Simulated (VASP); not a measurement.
# O (Im-3m) in VASP: single point with r2SCAN

Aim: the single point of O with r2SCAN.

All numbers are computed with VASP 6.6.1; they aren't measurements. Logs are shortened: lines on timing, memory, paths and dates and some standing lists are left out, and cuts for length are marked.

**1. The cell of the first run**

It takes space group Im-3m (No. 229, cubic). Conventional cell: a = 2.483 Å, b = 2.483 Å, c = 2.483 Å, α = 90.00°, β = 90.00°, γ = 90.00°. O (site symmetry m-3m) has 14 O at 2.15 to 2.48 Å within 2.8 Å.

**2. Single point, r2SCAN**

File POSCAR:

```
O
1.0
   -1.2413170000      1.2413170000      1.2413170000
    1.2413170000     -1.2413170000      1.2413170000
    1.2413170000      1.2413170000     -1.2413170000
O
1
Direct
    0.0000000000      0.0000000000      0.0000000000
```

File INCAR.step1:

```
PREC = Accurate ; ENCUT = 520
ISMEAR = -1 ; SIGMA = 0.1
LREAL = False ; LASPH = True
NELM = 100 ; NBANDS = 9
GGA = PE ; ALGO = Normal
EDIFF = 1E-4 ; LWAVE = True
LCHARG = False
```

File INCAR.step2:

```
PREC = Accurate ; ENCUT = 520
EDIFF = 1E-7 ; ISMEAR = -1
SIGMA = 0.1 ; LREAL = False
LASPH = True ; NELM = 100
ALGO = Normal ; ISIF = 2
LWAVE = False ; LCHARG = False
METAGGA = R2SCAN ; LMIXTAU = True
NBANDS = 9 ; ISTART = 1
```

File KPOINTS:

```
Automatic mesh
0
Gamma
  19 19 19
```

Potentials or basis: VASP PAW PBE potentials, release 64 (O).

On the command line:

```bash
$ cat potpaw_PBE.64/O/POTCAR > POTCAR
$ cp INCAR.step1 INCAR
$ mpirun -np 1 vasp_std > vasp.out
$ cp INCAR.step2 INCAR
$ mpirun -np 1 vasp_std > vasp.out
```

OUTCAR:

```text
PREC = Accurate
   ENCUT = 520
   EDIFF = 1E-7
   ISMEAR = -1
   LREAL = False
   LASPH = True
   NELM = 100
   ISIF = 2
   METAGGA = R2SCAN
   ISTART = 1

 ion  position               nearest neighbor table
   1  0.000  0.000  0.000-

  LATTYP: Found a body centered cubic cell.
 ALAT       =     2.4826340000

  Lattice vectors:

 A1 = (  -1.2413170000,   1.2413170000,   1.2413170000)
 A2 = (   1.2413170000,  -1.2413170000,   1.2413170000)
 A3 = (   1.2413170000,   1.2413170000,  -1.2413170000)

Analysis of symmetry for initial positions (statically):
=====================================================================
 Subroutine PRICEL returns:
 Original cell was already a primitive cell.

 Routine SETGRP: Setting up the symmetry group for a
 body centered cubic supercell.

 Subroutine GETGRP returns: Found 48 space group operations
 (whereof 48 operations were pure point group operations)
 out of a pool of 48 trial point group operations.

The static configuration has the point symmetry O_h .

Analysis of symmetry for dynamics (positions and initial velocities):
=====================================================================
 Subroutine PRICEL returns:
 Original cell was already a primitive cell.

 Routine SETGRP: Setting up the symmetry group for a
 body centered cubic supercell.

 Subroutine GETGRP returns: Found 48 space group operations
 (whereof 48 operations were pure point group operations)
 out of a pool of 48 trial point group operations.

The dynamic configuration has the point symmetry O_h .

 Subroutine INISYM returns: Found 48 space group operations
 (whereof 48 operations are pure point group operations),
 and found     1 'primitive' translations

----------------------------------------------------------------------------------------

                                     Primitive cell

  volume of cell :       7.6508

  direct lattice vectors                    reciprocal lattice vectors
    -1.241317000  1.241317000  1.241317000     0.000000000  0.402797996  0.402797996
     1.241317000 -1.241317000  1.241317000     0.402797996  0.000000000  0.402797996
     1.241317000  1.241317000 -1.241317000     0.402797996  0.402797996  0.000000000

  length of vectors
     2.150024112  2.150024112  2.150024112     0.569642389  0.569642389  0.569642389

  position of ions in fractional coordinates (direct lattice)
     0.000000000  0.000000000  0.000000000

  ion indices of the primitive-cell ions
   primitive index   ion index
                 1           1

----------------------------------------------------------------------------------------

 KPOINTS: Automatic mesh

Automatic generation of k-mesh.
 Grid dimensions read from file:
 generate k-points for:   19   19   19

 Generating k-lattice:

  Cartesian coordinates                     Fractional coordinates (reciprocal lattice)
     0.000000000  0.021199895  0.021199895     0.052631579  0.000000000  0.000000000
     0.021199895  0.000000000  0.021199895     0.000000000  0.052631579  0.000000000
     0.021199895  0.021199895  0.000000000     0.000000000  0.000000000  0.052631579

  Length of vectors
     0.029981178  0.029981178  0.029981178

  Shift w.r.t. Gamma in fractional coordinates (k-lattice)
     0.000000000  0.000000000  0.000000000

 Subroutine IBZKPT returns following result:
 ===========================================

 Found    220 irreducible k-points:

 Following reciprocal coordinates:
            Coordinates               Weight
  0.000000  0.000000  0.000000      1.000000
  0.052632  0.000000  0.000000     12.000000
  0.105263  0.000000  0.000000     12.000000
  0.157895  0.000000  0.000000     12.000000
  0.210526  0.000000  0.000000     12.000000
  0.263158  0.000000  0.000000     12.000000
[... 16 lines left out ...]
  0.263158  0.105263  0.000000     48.000000
  0.315789  0.105263  0.000000     48.000000
 [... further k-points ...]
   k-points           NKPTS =    220   k-points in BZ     NKDIM =    220   number of bands    NBANDS=      9
   number of dos      NEDOS =    301   number of ions     NIONS =      1
   total plane-waves  NPLWV =   4096
   dimension x,y,z NGX =    16 NGY =   16 NGZ =   16
   dimension x,y,z NGXF=    32 NGYF=   32 NGZF=   32
   ions per type =               1
   NGX,Y,Z   is equivalent  to a cutoff of  12.37, 12.37, 12.37 a.u.
   NGXF,Y,Z  is equivalent  to a cutoff of  24.74, 24.74, 24.74 a.u.
 SYSTEM =  unknown system
   PREC   = accura    normal or accurate (medium, high low for compatibility)
   ISTART =      1    job   : 0-new  1-cont  2-samecut
   ICHARG =      0    charge: 1-file 2-atom 10-const
   ISPIN  =      1    spin polarized calculation?
   LNONCOLLINEAR =      F non collinear calculations
   LSORBIT =      F    spin-orbit coupling
   LASPH  =      T    aspherical Exc in radial PAW
   ENCUT  =  520.0 eV  38.22 Ry    6.18 a.u.   4.00  4.00  4.00*2*pi/ulx,y,z
   NELM   =    100;   NELMIN=  2; NELMDL=  0     # of ELM steps
   EDIFF  = 0.1E-06   stopping-criterion for ELM
   LREAL  =      F    real-space projection
   EDIFFG = 0.1E-05   stopping-criterion for IOM
   NSW    =      0    number of steps for IOM
   IBRION =     -1    ionic relax: 0-MD 1-quasi-New 2-CG
   NFREE  =      0    steps in history (QN), initial steepest desc. (CG)
   ISIF   =      2    stress and relaxation
   ISYM   =      2    0-nonsym 1-usesym 2-fastsym
   POTIM  = 0.5000    time-step for ionic-motion
   TEBEG  =    0.0;   TEEND  =   0.0 temperature during run
   PSTRESS=    0.0 pullay stress
   NELECT =       6.0000    total number of electrons
   NUPDOWN=      -1.0000    fix difference up-down
   EMIN   =  10.00;   EMAX   =-10.00  energy-range for DOS
   EFERMI =   0.00;   METHOD = LEGACY
   ISMEAR =    -1;   SIGMA  =   0.10  broadening in eV -4-tet -1-fermi 0-gaus
   EFERMI_NEDOS =   21; number of points for ismear=-14 and -15
   IALGO  =     38    algorithm
   IMIX   =      4    mixing-type and parameters
     AMIX     =   0.40;   BMIX     =  1.00
     AMIX_MAG =   1.60;   BMIX_MAG =  1.00
  volume/ion in A,a.u.               =       7.65        51.63
  Fermi-wavevector in a.u.,A,eV,Ry     =   1.509695  2.852910 31.010112  2.279179
  Thomas-Fermi vector in A             =   2.619983
   LORBIT       =      0    0 simple, 1 ext, 2 COOP (PROOUT), +10 PAW based schemes
   METAGGA = R2SCAN    functional components
   LHFCALC =     F    Hartree Fock is set to
   AEXX    =    0.0000 exact exchange contribution
   IVDW    =     0    specifies the selected vdW correction
   LEPSILON=     F    determine dielectric tensor
   LRPA    =     F    only Hartree local field effects (RPA)
 non-spin polarized calculation
  energy-cutoff  :      520.00
  volume of cell :        7.65
 maximum number of plane-waves:       228
   NGX =  7   NGY =  7   NGZ =  7

 number of electron       6.0000004 magnetization

 Free energy of the ion-electron system (eV)
  ---------------------------------------------------
  ext. energy  EPLUGINS =         0.00000000
  ---------------------------------------------------
  free energy    TOTEN  =        -3.20868615 eV

  energy without entropy =       -3.18335236  energy(sigma->0) =       -3.19601925

 E-fermi :   2.1470     XC(G=0): -13.0512

 val. band max:        2.1453741586   @ k =  -0.3684   0.3684   0.0526
 cond. band min:       2.1478159279   @ k =   0.3158   0.1579   0.1053
 fundamental gap:      0.0024417693
 Fermi energy:         2.1470221453

 k-point     1 :       0.0000    0.0000    0.0000
  band No.  band energies     occupation
      1     -20.5961      2.00000
      2       4.1234      0.00000
      3       4.1234      0.00000
      4       4.1234      0.00000
      5      22.4270      0.00000
      6      40.0026      0.00000
      7      40.0027      0.00000
      8      40.0027      0.00000
      9      44.0452      0.00000

 k-point     2 :       0.0526    0.0000    0.0000
  band No.  band energies     occupation
      1     -20.5060      2.00000
      2       3.8877      0.00000
      3       4.0554      0.00000
      4       4.1138      0.00000
      5      22.5963      0.00000
      6      39.1481      0.00000
      7      39.2494      0.00000
      8      40.2792      0.00000
      9      42.7354      0.00000

 k-point     3 :       0.1053    0.0000    0.0000
  band No.  band energies     occupation
      1     -20.2390      2.00000
      2       3.2143      0.00005
      3       3.8616      0.00000
      4       4.0857      0.00000
      5      23.0605      0.00000
      6      36.7293      0.00000
      7      37.7026      0.00000
      8      41.0937      0.00000
      9      42.3414      0.00000

 k-point     4 :       0.1579    0.0000    0.0000
  band No.  band energies     occupation
      1     -19.8027      2.00000
      2       2.1892      0.79208
      3       3.5712      0.00000
      4       4.0417      0.00000
      5      23.7026      0.00000
      6      34.1406      0.00000
      7      36.0610      0.00000
      8      41.5412      0.00000
      9      42.4042      0.00000
[... 205 lines left out ...]
 k-point    22 :       0.2105    0.1053   -0.0000
  band No.  band energies     occupation
      1     -18.2713      2.00000
      2      -0.6318      2.00000
      3       2.6090      0.01951
      4       3.6448      0.00000
      5      25.1918      0.00000
      6      30.0863      0.00000
      7      32.4687      0.00000
      8      41.1428      0.00000
      9      46.3296      0.00000

 k-point    23 :       0.2632    0.1053    0.0000
  band No.  band energies     occupation
      1     -17.4983      2.00000
      2      -1.9081      2.00000
      3       2.1680      0.89527
      4       3.5611      0.00000
      5      25.2171      0.00000
      6      29.4586      0.00000
      7      31.6606      0.00000
      8      41.3548      0.00000
      9      47.9241      0.00000

 k-point    24 :       0.3158    0.1053    0.0000
  band No.  band energies     occupation
      1     -16.7249      2.00000
      2      -3.1071      2.00000
      3       1.8016      1.93873
      4       3.4898      0.00000
      5      24.8253      0.00000
      6      29.5213      0.00000
      7      31.0502      0.00000
      8      41.6520      0.00000
      9      49.2043      0.00000

 [... further k-points ...]

------------------------ aborting loop because EDIFF is reached ----------------------------------------

  FORCE on cell =-STRESS in cart. coord.  units (eV):
  Direction    XX          YY          ZZ          XY          YZ          ZX
  --------------------------------------------------------------------------------------
  -------------------------------------------------------------------------------------
  Total       -0.1764124     -0.1764124     -0.1764124      0.0000000     -0.0000000     -0.0000000
  in kB      -36.9429517    -36.9429517    -36.9429517      0.0000000     -0.0000000     -0.0000000
  external PRESSURE =     -36.9429517 kB  Pullay stress =       0.0000000 kB

 VOLUME and BASIS-vectors are now :
 -----------------------------------------------------------------------------
  energy-cutoff  :      520.00
  volume of cell :        7.65
      direct lattice vectors                 reciprocal lattice vectors
    -1.241317000  1.241317000  1.241317000     0.000000000  0.402797996  0.402797996
     1.241317000 -1.241317000  1.241317000     0.402797996  0.000000000  0.402797996
     1.241317000  1.241317000 -1.241317000     0.402797996  0.402797996  0.000000000

 POSITION                                       TOTAL-FORCE (eV/Angst)
 -----------------------------------------------------------------------------------
      0.00000      0.00000      0.00000         0.000000     -0.000000     -0.000000
 -----------------------------------------------------------------------------------
    total drift:                               -0.000000      0.000000      0.000000

  FREE ENERGIE OF THE ION-ELECTRON SYSTEM (eV)
  ---------------------------------------------------
  free  energy   TOTEN  =        -3.2086861455 eV

  energy  without entropy=       -3.1833523620  energy(sigma->0) =       -3.19601925
```

It took 15 s on 1 thread of Intel Xeon 6975P-C (Granite Rapids), shared host; peak memory 0.12 GiB.

What came out:

| Item | Value |
| --- | --- |
| Free energy | -3.2087 eV |
| Pressure | -3.7 GPa |
| Band gap on the k mesh | zero (band 3 reaches 4.12 eV, above the bottom of band 4 at -1.03 eV) |

Levels at points of the mesh, in eV from the Fermi level:
```
           k point  band 1  band 2  band 3  band 4  band 5  band 6
(0.00, 0.00, 0.00)  -22.74    1.98    1.98    1.98   20.28   37.86
```

Caveat: the PAW data sets were made with another functional, which shifts forces and pressure a little.
